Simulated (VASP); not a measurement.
Here is a VASP 6.6.1 calculation.

Contents of INCAR:

```
ALGO     = Normal         # electronic algorithm
EDIFF    = 1E-6           # SCF threshold, eV
EDIFFG   = -0.04          # ionic threshold
ENCUT    = 600            # plane-wave cutoff, eV
GGA      = PE             # functional
IBRION   = 2              # ionic algorithm
ISIF     = 3              # what is computed and relaxed
ISMEAR   = 0              # smearing method
LASPH    = True           # aspherical terms in the spheres
LCHARG   = False          # write CHGCAR
LREAL    = False          # projectors in reciprocal space
LWAVE    = False          # write WAVECAR
NELM     = 60             # most SCF steps
NSW      = 90             # ionic steps
PREC     = Accurate       # precision mode
SIGMA    = 0.1            # smearing width, eV
```

The input KPOINTS:

```
k-points
0
Gamma
  4 4 4
```

File POSCAR:

```
Ge
1.0
    3.9969208700      0.0000000000      0.0000000000
    0.0000000000      3.9969208700      0.0000000000
    0.0000000000      0.0000000000      5.4653791800
Ge
4
Direct
    0.0000000000      0.0000000000      0.5000000000
    0.5000000000      0.5000000000      0.5000000000
    0.0000000000      0.5000000000      0.6854043200
    0.5000000000      0.0000000000      0.3145956800
```

Potentials or basis: VASP PAW PBE potentials, release 64 (Ge_d).

Launch:

```console
$ cat potpaw_PBE.64/Ge_d/POTCAR > POTCAR
$ mpirun -np 1 vasp_std > vasp.out
```

**Question.** What does it give for the band gap on the k mesh?

**Answer.** Zero (bands 28 and 29 overlap by 2.97 eV).

**Question.** What does it give for the relaxed volume?

**Answer.** 20.72 Å³/atom.

**Question.** What does it give for the space group after relaxing (to 0.1 Å)?

**Answer.** P4/nmm (No. 129).

Step by step:
| step | energy change (eV) | largest force (eV/Å) | pressure (GPa) | volume (Å³) |
| --- | --- | --- | --- | --- |
| 1 | 0.0000 | 6.6616 | 39.72 | 87.31 |
| 3 | -4.3151 | 0.2407 | -1.05 | 124.87 |
| 5 | -4.3197 | 0.3965 | -0.31 | 122.69 |
| 7 | -4.3806 | 0.4417 | -0.18 | 118.64 |
| 9 | -4.8473 | 0.9574 | 0.78 | 101.34 |
| 11 | -5.0654 | 0.4551 | 1.91 | 92.17 |
| 13 | -5.0713 | 0.3463 | 2.08 | 90.77 |
| 15 | -5.0855 | 0.0006 | 1.21 | 91.21 |
| 17 | -5.0970 | 0.0084 | -0.10 | 93.42 |
| 19 | -5.0970 | 0.0110 | -0.14 | 93.47 |
| 21 | -5.0979 | 0.0558 | -0.09 | 93.20 |
| 23 | -5.0980 | 0.0874 | 0.02 | 93.05 |
| 25 | -5.1002 | 0.1126 | 0.04 | 92.73 |
| 27 | -5.1185 | 0.1941 | -0.23 | 91.20 |
| 29 | -5.2029 | 0.4466 | 0.36 | 84.15 |
| 31 | -5.2037 | 0.4560 | 0.41 | 84.36 |
| 33 | -5.2046 | 0.4430 | 0.53 | 84.24 |
| 35 | -5.2040 | 0.3809 | 0.43 | 83.67 |
| 37 | -5.2060 | 0.4137 | 0.22 | 83.98 |
| 39 | -5.2139 | 0.3946 | 0.15 | 84.12 |
| 41 | -5.2394 | 0.2752 | -0.45 | 84.68 |
| 43 | -5.2641 | 0.0505 | -1.10 | 84.45 |
| 45 | -5.2699 | 0.0179 | -0.07 | 82.95 |
| 47 | -5.2703 | 0.0288 | -0.01 | 82.90 |

Caveat: the k points lie up to 0.38 Å⁻¹ apart in the final cell, too coarse for converged energies and pressures of a metal.
